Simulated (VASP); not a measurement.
Set up this calculation in VASP 6.6.1, as the native input.

```
Task                   : single point
Functional             : PBEsol
Potentials or basis    : VASP PAW PBE potentials, release 64 (Zn, Ag)
Cutoff                 : 520 eV
k mesh                 : 7 × 7 × 7
Occupations            : fermi-dirac, width 0.1 eV
Spin                   : no spin polarisation
Dipole correction      : no
Further INCAR settings : ALGO = Normal; EDIFF = 1e-06; NBANDS = 18
```

The structure of ZnAg lies in POSCAR:

```
ZnAg
1.0
    3.1560000000      0.0000000000      0.0000000000
    0.0000000000      3.1560000000      0.0000000000
    0.0000000000      0.0000000000      3.1560000000
Zn Ag
1 1
Direct
    0.5000000000      0.5000000000      0.5000000000
    0.0000000000      0.0000000000      0.0000000000
```

One way to write it, as run:

INCAR

```
SYSTEM = ZnAg
  PREC = Accurate
  ENCUT = 520
  EDIFF = 1E-6
  ISMEAR = -1
  SIGMA = 0.1
  LREAL = .FALSE.
  LASPH = .TRUE.
  NELM = 100
  ALGO = Normal
  ISIF = 2
  LWAVE = .FALSE.
  LCHARG = .FALSE.
  GGA = PS
  NBANDS = 18
```

KPOINTS

```
Automatic mesh
0
G
  7 7 7
  0 0 0
```

Potentials or basis: VASP PAW PBE potentials, release 64 (Zn, Ag).

Command:

```bash
$ cat potpaw_PBE.64/Zn/POTCAR potpaw_PBE.64/Ag/POTCAR > POTCAR
$ mpirun -np 1 vasp_std > vasp.out
```

It gave:

| Quantity | Value |
| --- | --- |
| Pressure | -3.8 GPa |

Caveat: the PAW data sets were made with another functional, which shifts forces and pressure a little.

It took 4.8 s on 1 thread of Intel Xeon 6975P-C, on a shared host, peak memory 0.14 GiB.
